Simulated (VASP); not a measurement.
# SnTe (F-43m) in VASP: single point with LDA

Aim: the single point of SnTe with LDA.

All numbers are computed with VASP 6.6.1; they aren't measurements. Logs are shortened: lines on timing, memory, paths and dates and some standing lists are left out, and cuts for length are marked.

### Step 1. The cell of the first run

It takes space group F-43m (No. 216, cubic). Conventional cell: a = 7.222 Å, b = 7.222 Å, c = 7.222 Å, α = 90.00°, β = 90.00°, γ = 90.00°. Sn (site symmetry -43m) has 4 Te at 3.13 Å within 4.1 Å. Within 4.1 Å of Te (site symmetry -43m) lie 4 Sn at 3.13 Å.

### Step 2. Single point, LDA

The input, INCAR:

```
SYSTEM = SnTe
PREC = Accurate
ENCUT = 520
EDIFF = 1E-7
ISMEAR = 0
SIGMA = 0.01
LREAL = .False.
LASPH = .True.
NELM = 100
ALGO = Normal
ISIF = 2
LWAVE = .False.
LCHARG = .False.
GGA = CA
NBANDS = 17
```

The input, KPOINTS:

```
Automatic mesh
0
Gamma
  6 6 6
  0 0 0
```

The input, POSCAR:

```
SnTe
1.0
    0.0000000000      3.6111460000      3.6111460000
    3.6111460000      0.0000000000      3.6111460000
    3.6111460000      3.6111460000      0.0000000000
Sn Te
1 1
Direct
    0.0000000000      0.0000000000      0.0000000000
    0.7500000000      0.7500000000      0.7500000000
```

Potentials or basis: VASP PAW LDA potentials, release 64 (Sn_d, Te).

Run with:

```sh
> cat potpaw_LDA.64/Sn_d/POTCAR potpaw_LDA.64/Te/POTCAR > POTCAR
> mpirun -np 1 vasp_std > vasp.out
```

OUTCAR:

```text
SYSTEM = SnTe
   PREC = Accurate
   ENCUT = 520
   EDIFF = 1E-7
   ISMEAR = 0
   LREAL = .False.
   LASPH = .True.
   NELM = 100
   ISIF = 2
   GGA = CA

 ion  position               nearest neighbor table
   1  0.000  0.000  0.000-   2 3.13   2 3.13   2 3.13   2 3.13
   2  0.750  0.750  0.750-   1 3.13   1 3.13   1 3.13   1 3.13

  LATTYP: Found a face centered cubic cell.
 ALAT       =     7.2222920000

  Lattice vectors:

 A1 = (   0.0000000000,   3.6111460000,   3.6111460000)
 A2 = (   3.6111460000,   0.0000000000,   3.6111460000)
 A3 = (   3.6111460000,   3.6111460000,   0.0000000000)

Analysis of symmetry for initial positions (statically):
=====================================================================
 Subroutine PRICEL returns:
 Original cell was already a primitive cell.

 Routine SETGRP: Setting up the symmetry group for a
 face centered cubic supercell.

 Subroutine GETGRP returns: Found 24 space group operations
 (whereof 24 operations were pure point group operations)
 out of a pool of 48 trial point group operations.

The static configuration has the point symmetry T_d .

Analysis of symmetry for dynamics (positions and initial velocities):
=====================================================================
 Subroutine PRICEL returns:
 Original cell was already a primitive cell.

 Routine SETGRP: Setting up the symmetry group for a
 face centered cubic supercell.

 Subroutine GETGRP returns: Found 24 space group operations
 (whereof 24 operations were pure point group operations)
 out of a pool of 48 trial point group operations.

The dynamic configuration has the point symmetry T_d .

 Subroutine INISYM returns: Found 24 space group operations
 (whereof 24 operations are pure point group operations),
 and found     1 'primitive' translations

----------------------------------------------------------------------------------------

                                     Primitive cell

  volume of cell :      94.1814

  direct lattice vectors                    reciprocal lattice vectors
     0.000000000  3.611146000  3.611146000    -0.138460201  0.138460201  0.138460201
     3.611146000  0.000000000  3.611146000     0.138460201 -0.138460201  0.138460201
     3.611146000  3.611146000  0.000000000     0.138460201  0.138460201 -0.138460201

  length of vectors
     5.106931649  5.106931649  5.106931649     0.239820102  0.239820102  0.239820102

  position of ions in fractional coordinates (direct lattice)
     0.000000000  0.000000000  0.000000000
     0.750000000  0.750000000  0.750000000

  ion indices of the primitive-cell ions
   primitive index   ion index
                 1           1
                 2           2

----------------------------------------------------------------------------------------

 KPOINTS: Automatic mesh

Automatic generation of k-mesh.
 Grid dimensions read from file:
 generate k-points for:    6    6    6

 Generating k-lattice:

  Cartesian coordinates                     Fractional coordinates (reciprocal lattice)
    -0.023076700  0.023076700  0.023076700     0.166666667  0.000000000  0.000000000
     0.023076700 -0.023076700  0.023076700     0.000000000  0.166666667  0.000000000
     0.023076700  0.023076700 -0.023076700     0.000000000  0.000000000  0.166666667

  Length of vectors
     0.039970017  0.039970017  0.039970017

  Shift w.r.t. Gamma in fractional coordinates (k-lattice)
     0.000000000  0.000000000  0.000000000

 Subroutine IBZKPT returns following result:
 ===========================================

 Found     16 irreducible k-points:

 Following reciprocal coordinates:
            Coordinates               Weight
  0.000000  0.000000  0.000000      1.000000
  0.166667  0.000000  0.000000      8.000000
  0.333333  0.000000  0.000000      8.000000
  0.500000  0.000000  0.000000      4.000000
  0.166667  0.166667  0.000000      6.000000
  0.333333  0.166667  0.000000     24.000000
[... 8 lines left out ...]
 -0.333333  0.333333  0.166667     24.000000
 -0.333333  0.500000  0.166667     12.000000
   k-points           NKPTS =     16   k-points in BZ     NKDIM =     16   number of bands    NBANDS=     17
   number of dos      NEDOS =    301   number of ions     NIONS =      2
   total plane-waves  NPLWV =  64000
   dimension x,y,z NGX =    40 NGY =   40 NGZ =   40
   dimension x,y,z NGXF=    80 NGYF=   80 NGZF=   80
   ions per type =               1   1
   NGX,Y,Z   is equivalent  to a cutoff of  13.02, 13.02, 13.02 a.u.
   NGXF,Y,Z  is equivalent  to a cutoff of  26.04, 26.04, 26.04 a.u.
 SYSTEM =  SnTe
   PREC   = accura    normal or accurate (medium, high low for compatibility)
   ISTART =      0    job   : 0-new  1-cont  2-samecut
   ICHARG =      2    charge: 1-file 2-atom 10-const
   ISPIN  =      1    spin polarized calculation?
   LNONCOLLINEAR =      F non collinear calculations
   LSORBIT =      F    spin-orbit coupling
   LASPH  =      T    aspherical Exc in radial PAW
   ENCUT  =  520.0 eV  38.22 Ry    6.18 a.u.   9.50  9.50  9.50*2*pi/ulx,y,z
   NELM   =    100;   NELMIN=  2; NELMDL= -5     # of ELM steps
   EDIFF  = 0.1E-06   stopping-criterion for ELM
   LREAL  =      F    real-space projection
   EDIFFG = 0.1E-05   stopping-criterion for IOM
   NSW    =      0    number of steps for IOM
   IBRION =     -1    ionic relax: 0-MD 1-quasi-New 2-CG
   NFREE  =      0    steps in history (QN), initial steepest desc. (CG)
   ISIF   =      2    stress and relaxation
   ISYM   =      2    0-nonsym 1-usesym 2-fastsym
   POTIM  = 0.5000    time-step for ionic-motion
   TEBEG  =    0.0;   TEEND  =   0.0 temperature during run
   PSTRESS=    0.0 pullay stress
   NELECT =      20.0000    total number of electrons
   NUPDOWN=      -1.0000    fix difference up-down
   EMIN   =  10.00;   EMAX   =-10.00  energy-range for DOS
   EFERMI =   0.00;   METHOD = LEGACY
   ISMEAR =     0;   SIGMA  =   0.01  broadening in eV -4-tet -1-fermi 0-gaus
   EFERMI_NEDOS =   21; number of points for ismear=-14 and -15
   IALGO  =     38    algorithm
   IMIX   =      4    mixing-type and parameters
     AMIX     =   0.40;   BMIX     =  1.00
     AMIX_MAG =   1.60;   BMIX_MAG =  1.00
  volume/ion in A,a.u.               =      47.09       317.78
  Fermi-wavevector in a.u.,A,eV,Ry     =   0.976704  1.845704 12.979296  0.953951
  Thomas-Fermi vector in A             =   2.107344
   LORBIT       =      0    0 simple, 1 ext, 2 COOP (PROOUT), +10 PAW based schemes
   GGA     = CA    functional components
   LHFCALC =     F    Hartree Fock is set to
   AEXX    =    0.0000 exact exchange contribution
   IVDW    =     0    specifies the selected vdW correction
   LEPSILON=     F    determine dielectric tensor
   LRPA    =     F    only Hartree local field effects (RPA)
 non-spin polarized calculation
 Gauss-broadening in eV      SIGMA  =   0.01
  energy-cutoff  :      520.00
  volume of cell :       94.18
 maximum number of plane-waves:      2637
 NGX is ok and might be reduce to    40
   NGX = 19   NGY = 19   NGZ = 19

 number of electron      19.9999999 magnetization

 Free energy of the ion-electron system (eV)
  ---------------------------------------------------
  ext. energy  EPLUGINS =         0.00000000
  ---------------------------------------------------
  free energy    TOTEN  =        -7.99443346 eV

  energy without entropy =       -7.99443346  energy(sigma->0) =       -7.99443346

 E-fermi :   2.7995     XC(G=0):  -7.8053

 val. band max:        2.7495635194   @ k =  -0.3333   0.5000   0.1667
 cond. band min:       2.9402720751   @ k =   0.5000   0.5000   0.0000
 fundamental gap:      0.1907085557
 Fermi energy:         2.7994711903

 k-point     1 :       0.0000    0.0000    0.0000
  band No.  band energies     occupation
      1     -18.7786      2.00000
      2     -18.7786      2.00000
      3     -18.7786      2.00000
      4     -18.7682      2.00000
      5     -18.7682      2.00000
      6      -8.6330      2.00000
[... 9 lines left out ...]
     16       9.3664      0.00000
     17      10.4033      0.00000

 k-point     2 :       0.1667    0.0000    0.0000
  band No.  band energies     occupation
      1     -18.7789      2.00000
      2     -18.7782      2.00000
      3     -18.7782      2.00000
      4     -18.7682      2.00000
      5     -18.7682      2.00000
      6      -8.5185      2.00000
[... 9 lines left out ...]
     16       8.8245      0.00000
     17       9.8994      0.00000

 k-point     3 :       0.3333    0.0000    0.0000
  band No.  band energies     occupation
      1     -18.7796      2.00000
      2     -18.7776      2.00000
      3     -18.7776      2.00000
      4     -18.7681      2.00000
      5     -18.7681      2.00000
      6      -8.2531      2.00000
[... 9 lines left out ...]
     16       8.9513      0.00000
     17      10.0981      0.00000

 k-point     4 :       0.5000    0.0000    0.0000
  band No.  band energies     occupation
      1     -18.7799      2.00000
      2     -18.7772      2.00000
      3     -18.7772      2.00000
      4     -18.7680      2.00000
      5     -18.7680      2.00000
      6      -8.0945      2.00000
[... 9 lines left out ...]
     16       9.7534      0.00000
     17       9.7534      0.00000
[... 183 lines left out ...]
      1     -18.7806      2.00000
      2     -18.7770      2.00000
      3     -18.7765      2.00000
      4     -18.7685      2.00000
      5     -18.7678      2.00000
      6      -8.0515      2.00000
[... 9 lines left out ...]
     16      10.1688      0.00000
     17      11.1824      0.00000

 k-point    15 :      -0.3333    0.3333    0.1667
  band No.  band energies     occupation
      1     -18.7807      2.00000
      2     -18.7770      2.00000
      3     -18.7762      2.00000
      4     -18.7684      2.00000
      5     -18.7678      2.00000
      6      -7.9332      2.00000
[... 9 lines left out ...]
     16      10.0072      0.00000
     17      11.0233      0.00000

 k-point    16 :      -0.3333    0.5000    0.1667
  band No.  band energies     occupation
      1     -18.7813      2.00000
      2     -18.7766      2.00000
      3     -18.7758      2.00000
      4     -18.7687      2.00000
      5     -18.7676      2.00000
      6      -7.8740      2.00000
[... 9 lines left out ...]
     16      10.7595      0.00000
     17      10.7770      0.00000

------------------------ aborting loop because EDIFF is reached ----------------------------------------

  FORCE on cell =-STRESS in cart. coord.  units (eV):
  Direction    XX          YY          ZZ          XY          YZ          ZX
  --------------------------------------------------------------------------------------
  -------------------------------------------------------------------------------------
  Total       -1.2560359     -1.2560359     -1.2560359      0.0000000      0.0000000     -0.0000000
  in kB      -21.3671941    -21.3671941    -21.3671941      0.0000000      0.0000000     -0.0000000
  external PRESSURE =     -21.3671941 kB  Pullay stress =       0.0000000 kB

 VOLUME and BASIS-vectors are now :
 -----------------------------------------------------------------------------
  energy-cutoff  :      520.00
  volume of cell :       94.18
      direct lattice vectors                 reciprocal lattice vectors
     0.000000000  3.611146000  3.611146000    -0.138460201  0.138460201  0.138460201
     3.611146000  0.000000000  3.611146000     0.138460201 -0.138460201  0.138460201
     3.611146000  3.611146000  0.000000000     0.138460201  0.138460201 -0.138460201

 POSITION                                       TOTAL-FORCE (eV/Angst)
 -----------------------------------------------------------------------------------
      0.00000      0.00000      0.00000         0.000000      0.000000     -0.000000
      5.41672      5.41672      5.41672        -0.000000     -0.000000      0.000000
 -----------------------------------------------------------------------------------
    total drift:                                0.000000      0.000000      0.000000

  FREE ENERGIE OF THE ION-ELECTRON SYSTEM (eV)
  ---------------------------------------------------
  free  energy   TOTEN  =        -7.9944334626 eV

  energy  without entropy=       -7.9944334626  energy(sigma->0) =       -7.99443346
```

Run time: 14 s. Hardware: 1 thread of Intel Xeon Platinum 8559C (Emerald Rapids), shared host; peak memory 0.2 GiB.

What came out:

```yaml
Free_energy: -7.9944 eV
Pressure: -2.1 GPa
Band_gap_on_the_k_mesh: 0.19 eV, indirect (least direct gap 0.72 eV)
```

Caveat: spin-orbit coupling is left out, which moves the levels of the heavy elements. A k mesh can miss the band edges.
